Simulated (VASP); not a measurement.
# SiC (Cm) in VASP: further runs

The runs below take SiC through single point, with LDA.

All numbers are computed with VASP 6.6.1; they aren't measurements. Logs are shortened: lines on timing, memory, paths and dates and some standing lists are left out, and cuts for length are marked.

## Step 1: The cell of the first run

The structure is monoclinic, space group Cm (No. 8). The conventional cell has a = 5.325 Å, b = 3.075 Å, c = 3.075 Å, α = 90.00°, β = 125.26°, γ = 90.00°. Within 2.1 Å of Si (site symmetry m) lie 3 C at 1.55 to 1.93 Å. Within 2.1 Å of C (site symmetry m) lie 3 Si at 1.55 to 1.93 Å.

## Step 2: Single point, LDA

File INCAR:

```
PREC = Accurate ; ENCUT = 520
EDIFF = 1E-7 ; ISMEAR = 0
SIGMA = 0.05 ; LREAL = F
LASPH = T ; NELM = 80
ALGO = Normal ; ISIF = 2
LWAVE = F ; LCHARG = F
NBANDS = 11
```

File KPOINTS:

```
Automatic mesh
0
Gamma
  12 12 12
```

File POSCAR:

```
SiC
1.0
    0.0000000000      2.1740000000      2.1740000000
    2.1740000000      0.0000000000      2.1740000000
    2.1740000000      2.1740000000      0.0000000000
Si C
1 1
Direct
   -0.1422995477      0.0000000000      0.0000000000
    0.7500000000      0.7500000000      0.7500000000
```

Potentials or basis: VASP PAW LDA potentials, release 64 (Si, C).

Command:

```console
cat potpaw_LDA.64/Si/POTCAR potpaw_LDA.64/C/POTCAR > POTCAR
mpirun -np 1 vasp_std > vasp.out
```

OUTCAR:

```text
PREC = Accurate
   ENCUT = 520
   EDIFF = 1E-7
   ISMEAR = 0
   LREAL = F
   LASPH = T
   NELM = 80
   ISIF = 2

 ion  position               nearest neighbor table
   1  0.858  0.000  0.000-   2 1.55   2 1.93   2 1.93   2 2.25
   2  0.750  0.750  0.750-   1 1.55   1 1.93   1 1.93   1 2.25

  LATTYP: Found a face centered cubic cell.
 ALAT       =     4.3480000000

  Lattice vectors:

 A1 = (   0.0000000000,   2.1740000000,   2.1740000000)
 A2 = (   2.1740000000,   0.0000000000,   2.1740000000)
 A3 = (   2.1740000000,   2.1740000000,   0.0000000000)

Analysis of symmetry for initial positions (statically):
=====================================================================
 Subroutine PRICEL returns:
 Original cell was already a primitive cell.

 Routine SETGRP: Setting up the symmetry group for a
 face centered cubic supercell.

 Subroutine GETGRP returns: Found  2 space group operations
 (whereof  2 operations were pure point group operations)
 out of a pool of 48 trial point group operations.

The static configuration has the point symmetry C_1h.

Analysis of symmetry for dynamics (positions and initial velocities):
=====================================================================
 Subroutine PRICEL returns:
 Original cell was already a primitive cell.

 Routine SETGRP: Setting up the symmetry group for a
 face centered cubic supercell.

 Subroutine GETGRP returns: Found  2 space group operations
 (whereof  2 operations were pure point group operations)
 out of a pool of 48 trial point group operations.

The dynamic configuration has the point symmetry C_1h.

 Subroutine INISYM returns: Found  2 space group operations
 (whereof  2 operations are pure point group operations),
 and found     1 'primitive' translations

----------------------------------------------------------------------------------------

                                     Primitive cell

  volume of cell :      20.5498

  direct lattice vectors                    reciprocal lattice vectors
     0.000000000  2.174000000  2.174000000    -0.229990800  0.229990800  0.229990800
     2.174000000  0.000000000  2.174000000     0.229990800 -0.229990800  0.229990800
     2.174000000  2.174000000  0.000000000     0.229990800  0.229990800 -0.229990800

  length of vectors
     3.074500285  3.074500285  3.074500285     0.398355752  0.398355752  0.398355752

  position of ions in fractional coordinates (direct lattice)
     0.857700452  0.000000000  0.000000000
     0.750000000  0.750000000  0.750000000

  ion indices of the primitive-cell ions
   primitive index   ion index
                 1           1
                 2           2

----------------------------------------------------------------------------------------

 KPOINTS: Automatic mesh

Automatic generation of k-mesh.
 Grid dimensions read from file:
 generate k-points for:   12   12   12

 Generating k-lattice:

  Cartesian coordinates                     Fractional coordinates (reciprocal lattice)
    -0.019165900  0.019165900  0.019165900     0.083333333  0.000000000  0.000000000
     0.019165900 -0.019165900  0.019165900     0.000000000  0.083333333  0.000000000
     0.019165900  0.019165900 -0.019165900     0.000000000  0.000000000  0.083333333

  Length of vectors
     0.033196313  0.033196313  0.033196313

  Shift w.r.t. Gamma in fractional coordinates (k-lattice)
     0.000000000  0.000000000  0.000000000

 Subroutine IBZKPT returns following result:
 ===========================================

 Found    476 irreducible k-points:

 Following reciprocal coordinates:
            Coordinates               Weight
  0.000000  0.000000  0.000000      1.000000
  0.083333  0.000000  0.000000      2.000000
  0.000000  0.083333  0.000000      4.000000
  0.083333  0.083333  0.083333      2.000000
  0.166667  0.000000  0.000000      2.000000
  0.000000  0.166667  0.000000      4.000000
[... 16 lines left out ...]
  0.000000  0.166667  0.083333      4.000000
  0.083333  0.000000  0.166667      4.000000
 [... further k-points ...]
   k-points           NKPTS =    476   k-points in BZ     NKDIM =    476   number of bands    NBANDS=     11
   number of dos      NEDOS =    301   number of ions     NIONS =      2
   total plane-waves  NPLWV =  13824
   dimension x,y,z NGX =    24 NGY =   24 NGZ =   24
   dimension x,y,z NGXF=    48 NGYF=   48 NGZF=   48
   ions per type =               1   1
   NGX,Y,Z   is equivalent  to a cutoff of  12.98, 12.98, 12.98 a.u.
   NGXF,Y,Z  is equivalent  to a cutoff of  25.95, 25.95, 25.95 a.u.
 SYSTEM =  unknown system
   PREC   = accura    normal or accurate (medium, high low for compatibility)
   ISTART =      0    job   : 0-new  1-cont  2-samecut
   ICHARG =      2    charge: 1-file 2-atom 10-const
   ISPIN  =      1    spin polarized calculation?
   LNONCOLLINEAR =      F non collinear calculations
   LSORBIT =      F    spin-orbit coupling
   LASPH  =      T    aspherical Exc in radial PAW
   ENCUT  =  520.0 eV  38.22 Ry    6.18 a.u.   5.72  5.72  5.72*2*pi/ulx,y,z
   NELM   =     80;   NELMIN=  2; NELMDL= -5     # of ELM steps
   EDIFF  = 0.1E-06   stopping-criterion for ELM
   LREAL  =      F    real-space projection
   EDIFFG = 0.1E-05   stopping-criterion for IOM
   NSW    =      0    number of steps for IOM
   IBRION =     -1    ionic relax: 0-MD 1-quasi-New 2-CG
   NFREE  =      0    steps in history (QN), initial steepest desc. (CG)
   ISIF   =      2    stress and relaxation
   ISYM   =      2    0-nonsym 1-usesym 2-fastsym
   POTIM  = 0.5000    time-step for ionic-motion
   TEBEG  =    0.0;   TEEND  =   0.0 temperature during run
   PSTRESS=    0.0 pullay stress
   NELECT =       8.0000    total number of electrons
   NUPDOWN=      -1.0000    fix difference up-down
   EMIN   =  10.00;   EMAX   =-10.00  energy-range for DOS
   EFERMI =   0.00;   METHOD = LEGACY
   ISMEAR =     0;   SIGMA  =   0.05  broadening in eV -4-tet -1-fermi 0-gaus
   EFERMI_NEDOS =   21; number of points for ismear=-14 and -15
   IALGO  =     38    algorithm
   IMIX   =      4    mixing-type and parameters
     AMIX     =   0.40;   BMIX     =  1.00
     AMIX_MAG =   1.60;   BMIX_MAG =  1.00
  volume/ion in A,a.u.               =      10.27        69.34
  Fermi-wavevector in a.u.,A,eV,Ry     =   1.195369  2.258920 19.441458  1.428907
  Thomas-Fermi vector in A             =   2.331336
   LORBIT       =      0    0 simple, 1 ext, 2 COOP (PROOUT), +10 PAW based schemes
   GGA     = CA    functional components
   LHFCALC =     F    Hartree Fock is set to
   AEXX    =    0.0000 exact exchange contribution
   IVDW    =     0    specifies the selected vdW correction
   LEPSILON=     F    determine dielectric tensor
   LRPA    =     F    only Hartree local field effects (RPA)
 non-spin polarized calculation
 Gauss-broadening in eV      SIGMA  =   0.05
  energy-cutoff  :      520.00
  volume of cell :       20.55
 maximum number of plane-waves:       568
   NGX = 11   NGY = 11   NGZ = 11

 number of electron       8.0000001 magnetization

 Free energy of the ion-electron system (eV)
  ---------------------------------------------------
  ext. energy  EPLUGINS =         0.00000000
  ---------------------------------------------------
  free energy    TOTEN  =       -14.67943293 eV

  energy without entropy =      -14.67920433  energy(sigma->0) =      -14.67931863

 E-fermi :   9.1917     XC(G=0): -11.5746

 val. band max:        9.1908978851   @ k =   0.0000   0.0833   0.0000
 cond. band min:       9.2278160933   @ k =   0.0833   0.0833   0.1667
 fundamental gap:      0.0369182081
 Fermi energy:         9.1916741893

 k-point     1 :       0.0000    0.0000    0.0000
  band No.  band energies     occupation
      1      -7.3292      2.00000
      2       6.0907      2.00000
      3       8.1365      2.00000
      4       9.2986      0.00249
      5      13.7054      0.00000
      6      14.9603      0.00000
      7      15.7219      0.00000
      8      16.6269      0.00000
      9      22.1247      0.00000
     10      22.3265      0.00000
     11      22.8615      0.00000

 k-point     2 :       0.0833    0.0000    0.0000
  band No.  band energies     occupation
      1      -7.1979      2.00000
      2       6.0011      2.00000
      3       8.0742      2.00000
      4       8.4771      2.00000
      5      14.1010      0.00000
      6      14.9557      0.00000
      7      15.5978      0.00000
      8      16.8876      0.00000
      9      21.8999      0.00000
     10      22.0546      0.00000
     11      22.8828      0.00000

 k-point     3 :       0.0000    0.0833    0.0000
  band No.  band energies     occupation
      1      -7.1945      2.00000
      2       5.8793      2.00000
      3       7.6772      2.00000
      4       9.1909      1.01752
      5      13.8452      0.00000
      6      14.8419      0.00000
      7      15.6545      0.00000
      8      17.1770      0.00000
      9      21.5191      0.00000
     10      21.8347      0.00000
     11      23.2914      0.00000

 k-point     4 :       0.0833    0.0833    0.0833
  band No.  band energies     occupation
      1      -7.1913      2.00000
      2       5.6263      2.00000
      3       8.0073      2.00000
      4       9.1666      1.52189
      5      13.9288      0.00000
      6      15.3072      0.00000
      7      15.4958      0.00000
      8      16.7972      0.00000
      9      21.0796      0.00000
     10      21.5438      0.00000
     11      23.7137      0.00000
[... 239 lines left out ...]
 k-point    22 :       0.1667    0.0833    0.0000
  band No.  band energies     occupation
      1      -6.8457      2.00000
      2       5.5253      2.00000
      3       7.3340      2.00000
      4       7.8030      2.00000
      5      14.0171      0.00000
      6      14.8846      0.00000
      7      16.2676      0.00000
      8      17.2509      0.00000
      9      20.1110      0.00000
     10      22.7134      0.00000
     11      23.6955      0.00000

 k-point    23 :       0.0000    0.1667    0.0833
  band No.  band energies     occupation
      1      -6.8384      2.00000
      2       5.1929      2.00000
      3       7.1218      2.00000
      4       8.6626      2.00000
      5      13.9516      0.00000
      6      14.6848      0.00000
      7      15.8912      0.00000
      8      17.5874      0.00000
      9      20.0616      0.00000
     10      22.5039      0.00000
     11      23.9927      0.00000

 k-point    24 :       0.0833    0.0000    0.1667
  band No.  band energies     occupation
      1      -6.8349      2.00000
      2       5.1906      2.00000
      3       6.8806      2.00000
      4       8.9512      2.00000
      5      13.7147      0.00000
      6      14.6966      0.00000
      7      16.0726      0.00000
      8      17.9632      0.00000
      9      20.0728      0.00000
     10      22.1833      0.00000
     11      23.6333      0.00000

 [... further k-points ...]

------------------------ aborting loop because EDIFF is reached ----------------------------------------

  FORCE on cell =-STRESS in cart. coord.  units (eV):
  Direction    XX          YY          ZZ          XY          YZ          ZX
  --------------------------------------------------------------------------------------
  -------------------------------------------------------------------------------------
  Total        5.3388617      1.7691172      1.7691172      3.7898338      3.3136501      3.7898338
  in kB      416.2465403    137.9299495    137.9299495    295.4759467    258.3500871    295.4759501
  external PRESSURE =     230.7021465 kB  Pullay stress =       0.0000000 kB

 VOLUME and BASIS-vectors are now :
 -----------------------------------------------------------------------------
  energy-cutoff  :      520.00
  volume of cell :       20.55
      direct lattice vectors                 reciprocal lattice vectors
     0.000000000  2.174000000  2.174000000    -0.229990800  0.229990800  0.229990800
     2.174000000  0.000000000  2.174000000     0.229990800 -0.229990800  0.229990800
     2.174000000  2.174000000  0.000000000     0.229990800  0.229990800 -0.229990800

 POSITION                                       TOTAL-FORCE (eV/Angst)
 -----------------------------------------------------------------------------------
      0.00000      1.86464      1.86464         7.180957      6.739972      6.739972
      3.26100      3.26100      3.26100        -7.180957     -6.739972     -6.739972
 -----------------------------------------------------------------------------------
    total drift:                               -0.000017      0.000004      0.000004

  FREE ENERGIE OF THE ION-ELECTRON SYSTEM (eV)
  ---------------------------------------------------
  free  energy   TOTEN  =       -14.6794329293 eV

  energy  without entropy=      -14.6792043274  energy(sigma->0) =      -14.67931863
```

Wall time 1.8 min (1 thread of Intel Xeon 8259CL, shared host); peak memory 0.21 GiB.

What came out:

| Property | Result |
| --- | --- |
| Free energy | -14.6794 eV |
| Pressure | 23.1 GPa |
| Largest force | 11.934 eV/Å |
| Band gap on the k mesh | zero (bands 4 and 5 overlap by 0.46 eV) |

Forces on the atoms (eV/Å):
```
Si   7.181  6.740  6.740
C   -7.181 -6.740 -6.740
```

Caveat: the cell differs from its parent crystal (all Si atoms moved +0.438 Å, as atom 1 towards its neighbour atom 1 (Si) at 3.075 Å); the cell stands under pressure; semilocal functionals underestimate gaps, so a narrow gap can read as zero; forces of over 1 eV/Å act on the atoms, so gaps and moduli don't describe the material at rest.

## Step 3: Single point, LDA

File INCAR:

```
SYSTEM = SiC
PREC     = Accurate       ! precision mode
ENCUT    = 520            ! plane-wave cutoff, eV
EDIFF    = 1E-6           ! SCF threshold, eV
ISMEAR   = 0              ! smearing method
SIGMA    = 0.05           ! smearing width, eV
LREAL    = .FALSE.        ! projectors in reciprocal space
LASPH    = .TRUE.         ! aspherical terms in the spheres
NELM     = 80             ! most SCF steps
ALGO     = Normal         ! electronic algorithm
ISIF     = 2              ! what is computed and relaxed
LWAVE    = .FALSE.        ! write WAVECAR
LCHARG   = .TRUE.         ! write CHGCAR
GGA      = CA             ! functional
LELF     = .TRUE.         ! ELF
LVHAR    = .TRUE.       
NBANDS   = 11             ! bands
```

File KPOINTS:

```
regular mesh
0
G
  12 12 12
  0 0 0
```

POSCAR: that of step 2 with these lines changed.

```diff
@@ -8,3 +8,3 @@
 Direct
-   -0.1422995477      0.0000000000      0.0000000000
+   -0.1016425341      0.0000000000      0.0000000000
     0.7500000000      0.7500000000      0.7500000000
```

Potentials or basis: VASP PAW LDA potentials, release 64 (Si, C).

Command:

```console
cat potpaw_LDA.64/Si/POTCAR potpaw_LDA.64/C/POTCAR > POTCAR
mpirun -np 1 vasp_std > vasp.out
```

It took 1.7 min on 1 thread of Intel Xeon 8259CL, shared host; peak memory 0.21 GiB.

It converged, with:

- Free energy: -15.6722 eV
- Pressure: 9.9 GPa
- Largest force: 7.316 eV/Å
- Band gap on the k mesh: zero (bands 4 and 5 overlap by 0.07 eV)

Forces on the atoms (eV/Å):
```
Si   3.508  4.540  4.540
C   -3.508 -4.540 -4.540
```

Stress tensor (GPa, compression positive):
```
17.64 17.50 17.50
17.50  6.02 13.90
17.50 13.90  6.02
```

Levels at points of the mesh, in eV from the Fermi level:
```
           k point  band 1  band 2  band 3  band 4  band 5  band 6  band 7  band 8  band 9
(0.00, 0.00, 0.00)  -16.46   -2.57   -1.02    0.03    4.88    5.96    6.19    7.08   13.25
(0.50, 0.00, 0.00)  -13.16   -8.90   -3.23   -1.81    4.31    4.91    6.55    8.76   14.23
(0.00, 0.50, 0.00)  -12.89   -9.62   -3.11   -0.98    3.79    4.99    7.27    8.94   14.12
(0.50, 0.50, 0.50)  -12.50  -10.45   -2.30   -1.23    4.15    5.85    7.28    8.50   13.88
(0.50, 0.50, 0.00)  -11.50   -8.83   -4.69   -3.75    0.06    2.97   12.35   13.13   13.39
(0.00, 0.50, 0.50)  -11.44   -9.04   -4.24   -3.80   -0.03    2.74   12.21   13.16   13.89
```

Caveat: the cell differs from its parent crystal (all Si atoms moved +0.312 Å, as atom 1 towards its neighbour atom 1 (Si) at 3.075 Å); the cell stands under pressure; semilocal functionals underestimate gaps, so a narrow gap can read as zero; forces of over 1 eV/Å act on the atoms, so gaps and moduli don't describe the material at rest.
